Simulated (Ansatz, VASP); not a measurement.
## One calculation of TiB, two programs

The input POSCAR:

```
TiB
1.0
    0.0000000000      1.9959500000      2.2060500000
    1.9959500000      0.0000000000      2.2060500000
    1.9959500000      1.9959500000      0.0000000000
Ti B
1 1
Direct
    0.7500000000      0.7500000000      0.7500000000
    0.0000000000      0.0000000000      0.0000000000
```

File INCAR.step1:

```
SYSTEM = TiB
PREC = Accurate ; ENCUT = 520
ISMEAR = 0 ; SIGMA = 0.15
LREAL = .False. ; LASPH = .True.
NELM = 100 ; NBANDS = 14
GGA = PE ; ALGO = Normal
EDIFF = 1E-4 ; LWAVE = .True.
LCHARG = .False.
```

Contents of INCAR.step2:

```
SYSTEM = TiB
PREC = Accurate ; ENCUT = 520
EDIFF = 1E-6 ; ISMEAR = 0
SIGMA = 0.15 ; LREAL = .False.
LASPH = .True. ; NELM = 100
ALGO = Normal ; ISIF = 2
LWAVE = .False. ; LCHARG = .False.
METAGGA = R2SCAN ; LMIXTAU = .True.
NBANDS = 14 ; ISTART = 1
```

KPOINTS

```
regular mesh
0
Gamma
  20 20 20
  0 0 0
```

Input for Ansatz:

```yaml
crystal:
  lattice:
    - [0.0, 1.99595, 2.20605]
    - [1.99595, 0.0, 2.20605]
    - [1.99595, 1.99595, 0.0]
  atoms:
    - { symbol: Ti, position: [0.75, 0.75, 0.75] }
    - { symbol: B, position: [0.0, 0.0, 0.0] }
basis:
  ecutwfc: 500
kpoints:
  mp_grid: { grid: [20, 20, 20] }
hamiltonian:
  xc: r2scan
scf:
  occupations: { method: gaussian, width: 0.15 }
output:
  forces: true
  stress: true
  eigenvalues: true
```

Change from the starting cell: strain -0.050 along x and y, +0.050 along z, atoms carried along.

Alike in both runs: task single point; functional r2SCAN; k mesh 20 × 20 × 20; occupations gaussian, width 0.15 eV; no spin polarisation.

```csv
,VASP,Ansatz
version,VASP 6.6.1,Ansatz 0.2.0
potentials or method,"VASP PAW PBE potentials, release 64 (Ti_sv, B), cutoff 520 eV","scalar-relativistic, plane waves, PAW"
valence electrons in the cell,15,15
```

|  | VASP | Ansatz | Ansatz less VASP |
| --- | --- | --- | --- |
| gap on the k mesh at the Fermi level (eV) | none | none | - |
| pressure (GPa) | 146.3 | 145.1 | -1.16 |
| traceless stress, the component that is largest in VASP (GPa) | 14.56 | 14.52 | -0.043 |

VASP's potentials were made for PBE, not for r2SCAN. A gap of «none» marks a metal or a gap that the smearing closes. Both programs put the cell under a high pressure, so it lies far from rest at this level.

Noted on VASP's run: the cell as given lies far from equilibrium.
